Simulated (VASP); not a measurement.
Set up this calculation in VASP 6.6.1, as the native input.

* Task: single point
* Functional: r2SCAN
* Potentials or basis: VASP PAW PBE potentials, release 64 (W_sv, S)
* Cutoff: 520 eV
* k mesh: 14 × 14 × 14
* Occupations: gaussian, width 0.1 eV
* Spin: collinear spin
* Starting moments: [0.5, 0.0] μB
* Hubbard terms: W d U = 6.2 eV
* Dipole correction: no
* Further INCAR settings: ALGO = Normal; EDIFF = 1e-07; NBANDS = 21

The system is WS.

```
W S
1.0
     3.12362    0.00000    0.00000
     0.00000    3.12362    0.00000
     0.00000    0.00000    3.12362
W S
1 1
Direct
  0.00000 0.00000 0.00000
  0.50000 0.50000 0.50000
```

The input as run:

POSCAR

```
WS
1.0
    3.1236202295      0.0000000000      0.0000000000
    0.0000000000      3.1236202295      0.0000000000
    0.0000000000      0.0000000000      3.1236202295
W S
1 1
Direct
    0.0000000000      0.0000000000      0.0000000000
    0.5000000000      0.5000000000      0.5000000000
```

INCAR.step1

```
PREC     = Accurate       # precision mode
ENCUT    = 520            # plane-wave cutoff, eV
ISMEAR   = 0              # smearing method
SIGMA    = 0.1            # smearing width, eV
LREAL    = F              # projectors in reciprocal space
LASPH    = T              # aspherical terms in the spheres
NELM     = 150            # most SCF steps
ISPIN    = 2              # spin polarisation
MAGMOM   = 0.5 0          # initial moments
LMAXMIX  = 4              # l up to which the mixer works
LDAU     = T              # DFT+U
LDAUTYPE = 2            
LDAUL    = 2 -1           # shell
LDAUU    = 6.2 0          # U, eV
LDAUJ    = 0 0          
NBANDS   = 21             # bands
GGA      = PE             # functional
ALGO     = Normal         # electronic algorithm
EDIFF    = 1E-4           # SCF threshold, eV
LWAVE    = T              # write WAVECAR
LCHARG   = F              # write CHGCAR
```

INCAR.step2

```
PREC     = Accurate       # precision mode
ENCUT    = 520            # plane-wave cutoff, eV
EDIFF    = 1E-7           # SCF threshold, eV
ISMEAR   = 0              # smearing method
SIGMA    = 0.1            # smearing width, eV
LREAL    = F              # projectors in reciprocal space
LASPH    = T              # aspherical terms in the spheres
NELM     = 150            # most SCF steps
ALGO     = Normal         # electronic algorithm
ISIF     = 2              # what is computed and relaxed
LWAVE    = F              # write WAVECAR
LCHARG   = F              # write CHGCAR
ISPIN    = 2              # spin polarisation
MAGMOM   = 0.5 0          # initial moments
LORBIT   = 11             # projections on sites
LMAXMIX  = 4              # l up to which the mixer works
LDAU     = T              # DFT+U
LDAUTYPE = 2            
LDAUL    = 2 -1           # shell
LDAUU    = 6.2 0          # U, eV
LDAUJ    = 0 0          
LDAUPRINT= 1            
METAGGA  = R2SCAN         # meta-GGA
LMIXTAU  = T            
NBANDS   = 21             # bands
ISTART   = 1
```

KPOINTS

```
Automatic mesh
0
Gamma
  14 14 14
```

Potentials or basis: VASP PAW PBE potentials, release 64 (W_sv, S).

Launch:

```sh
$ cat potpaw_PBE.64/W_sv/POTCAR potpaw_PBE.64/S/POTCAR > POTCAR
$ cp INCAR.step1 INCAR
$ mpirun -np 1 vasp_std > vasp.out
$ cp INCAR.step2 INCAR
$ mpirun -np 1 vasp_std > vasp.out
```

Results of the run:

```json
{
  "Pressure": "-13.6 GPa",
  "Band gap on the k mesh": "zero (filled and empty bands overlap)",
  "Net moment": "0.00 μB per cell",
  "Valence electrons inside the program's atomic spheres": "W 11.65; S 3.65"
}
```

Caveat: the cell stands under tension; the PAW data sets were made with another functional, which shifts forces and pressure a little; spin-orbit coupling is left out, which moves the levels of the heavy elements.

It took 13 min on 1 thread of Intel Xeon 8259CL (shared host), peak memory 0.25 GiB.
